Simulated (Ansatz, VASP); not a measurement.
**Cd: VASP beside Ansatz**

File INCAR:

```
SYSTEM = Cd
ALGO = Normal
EDIFF = 1E-6
ENCUT = 520
GGA = PS
ISIF = 2
ISMEAR = 0
LASPH = .TRUE.
LCHARG = .FALSE.
LREAL = .FALSE.
LWAVE = .FALSE.
NBANDS = 32
NELM = 100
PREC = Accurate
SIGMA = 0.1
```

The input KPOINTS:

```
k-points
0
G
  14 14 4
  0 0 0
```

Contents of POSCAR:

```
Cd
1.0
    2.9815316184     -0.0205070384      0.0060005512
   -1.5085254254      2.6391053110     -0.0160454236
    0.0202356297     -0.0507976890     10.1854060267
Cd
4
Direct
    0.0547379055      0.0476989530      0.0084998788
    0.3940638037      0.6636427871      0.2403189966
   -0.1305934091     -0.0316089094      0.5123989322
    0.6817916999      0.3202671693      0.7387821924
```

Input for Ansatz:

```yaml
crystal:
  lattice:
    - [2.9815316184, -0.0205070384, 0.0060005512]
    - [-1.5085254254, 2.639105311, -0.0160454236]
    - [0.0202356297, -0.050797689, 10.1854060267]
  atoms:
    - { symbol: Cd, position: [0.0547379055, 0.047698953, 0.0084998788] }
    - { symbol: Cd, position: [0.3940638037, 0.6636427871, 0.2403189966] }
    - { symbol: Cd, position: [-0.1305934091, -0.0316089094, 0.5123989322] }
    - { symbol: Cd, position: [0.6817916999, 0.3202671693, 0.7387821924] }
basis:
  ecutwfc: 420
kpoints:
  mp_grid: { grid: [14, 14, 4] }
hamiltonian:
  xc: pbesol
scf:
  occupations: { method: gaussian, width: 0.1 }
output:
  forces: true
  stress: true
  eigenvalues: true
```

Change from the starting cell: all atoms moved at random, cell strained at random.

Alike in both runs: task single point; functional PBEsol; k mesh 14 × 14 × 4; occupations gaussian, width 0.1 eV; no spin polarisation.

```csv
,VASP,Ansatz
version,VASP 6.6.1,Ansatz 0.2.0
potentials or method,"VASP PAW PBE potentials, release 64 (Cd), cutoff 520 eV","scalar-relativistic, plane waves, PAW"
valence electrons in the cell,48,80
```

VASP gave:

* gap on the k mesh at the Fermi level (eV): none
* pressure (GPa): 5.5
* traceless stress, the component that is largest in VASP (GPa): 1.81
* rms of the force components (eV/Å): 0.590

What did Ansatz give for the same quantities?

gap on the k mesh at the Fermi level (eV): none; pressure (GPa): 5.0; traceless stress, the component that is largest in VASP (GPa): 1.81; rms of the force components (eV/Å): 0.570.

VASP's potentials were made for PBE, not for PBEsol. Atom by atom the forces differ by 0.020 eV/Å (rms over components). A gap of «none» marks a metal or a gap that the smearing closes. VASP's potentials hold 48 valence electrons a cell and Ansatz's 80, so a difference there can come from the potentials and not from the codes.
